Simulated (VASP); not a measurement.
Crystal: BeS.

```xyz
2
Lattice="0.0000 2.0534 2.0534 2.0534 0.0000 2.0534 2.0534 2.0534 0.0000" Properties=species:S:1:pos:R:3 pbc="T T T"
Be    0.0000    0.0000    0.0000
S     2.0534    2.0534    2.0534
```

- Program: VASP 6.6.1
- Task: relaxation of cell and atoms
- Functional: PBE
- Potentials or basis: VASP PAW PBE potentials, release 64 (Be, S)
- Cutoff: 600 eV
- k mesh: 10 × 10 × 10
- Occupations: fermi-dirac, width 0.02 eV
- Spin: no spin polarisation

At the start: pressure 75.7 GPa; volume 8.66 Å³/atom.

Q: How do energy, volume and symmetry change on relaxing?

A: Over 5 steps the energy falls by 663.8 meV/atom and the volume is 12.39 Å³/atom (+43.1 %); space group Fm-3m (No. 225, to 0.05 Å).

Step by step:
```csv
step,energy change (eV),largest force (eV/Å),pressure (GPa),volume (Å³)
1,0.0000,0.0000,75.75,17.32
2,-1.0800,0.0000,-13.74,29.74
3,-1.3275,0.0000,0.53,24.66
4,-1.3276,0.0000,-0.20,24.83
5,-1.3277,0.0000,0.02,24.77
```

Final structure:
```cif
data_structure
_symmetry_space_group_name_H-M 'P 1'
_symmetry_Int_Tables_number 1
_cell_length_a 3.2722
_cell_length_b 3.2722
_cell_length_c 3.2722
_cell_angle_alpha 60.000
_cell_angle_beta 60.000
_cell_angle_gamma 60.000
_cell_volume 24.77
loop_
_atom_site_label
_atom_site_type_symbol
_atom_site_fract_x
_atom_site_fract_y
_atom_site_fract_z
_atom_site_occupancy
Be1 Be 0.00000 0.00000 0.00000 1
S1 S 0.50000 0.50000 0.50000 1
```

Caveat: the volume moved by over 15 % at a fixed basis, so the end points are rough.
